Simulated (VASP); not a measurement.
Wanted: the native input for a VASP 6.6.1 run.

```yaml
Task: single point
Functional: LDA
Potentials_or_basis: VASP PAW LDA potentials, release 64 (Sb)
Cutoff: 520 eV
k_mesh: 9 × 9 × 9
Occupations: methfessel-paxton, width 0.03 eV
Spin: no spin polarisation
Dipole_correction: no
Further_INCAR_settings: ALGO = Normal; EDIFF = 1e-06; NBANDS = 12
```

The structure of Sb lies in POSCAR:

```
Sb
1.0
    2.1456002536      1.2387628840      3.6587425366
   -2.1456002536      1.2387628840      3.6587425366
    0.0000000000     -2.4775257680      3.6587425366
Sb
2
Direct
    0.2359371474      0.2359371474      0.2359371474
    0.7640628526      0.7640628526      0.7640628526
```

One way to write it, as run:

INCAR

```
SYSTEM = Sb
PREC = Accurate
ENCUT = 520
EDIFF = 1E-6
ISMEAR = 1
SIGMA = 0.03
LREAL = .False.
LASPH = .True.
NELM = 60
ALGO = Normal
ISIF = 2
LWAVE = .False.
LCHARG = .True.
GGA = CA
LELF = .True.
LVHAR = .True.
NBANDS = 12
```

KPOINTS

```
regular mesh
0
Gamma
  9 9 9
  0 0 0
```

Potentials or basis: VASP PAW LDA potentials, release 64 (Sb).

Launch:

```sh
$ cat potpaw_LDA.64/Sb/POTCAR > POTCAR
$ mpirun -np 1 vasp_std > vasp.out
```

It gave:

* Pressure: 0.4 GPa
* Largest force: 0.026 eV/Å
* Band gap on the k mesh: 0.02 eV, indirect (least direct gap 0.44 eV)

Caveat: spin-orbit coupling is left out, which moves the levels of the heavy elements.

Run time: 18 s on 1 thread of Intel(R) Xeon(R) 6975P-C (Granite Rapids), with other jobs on the host, peak memory 0.19 GiB.
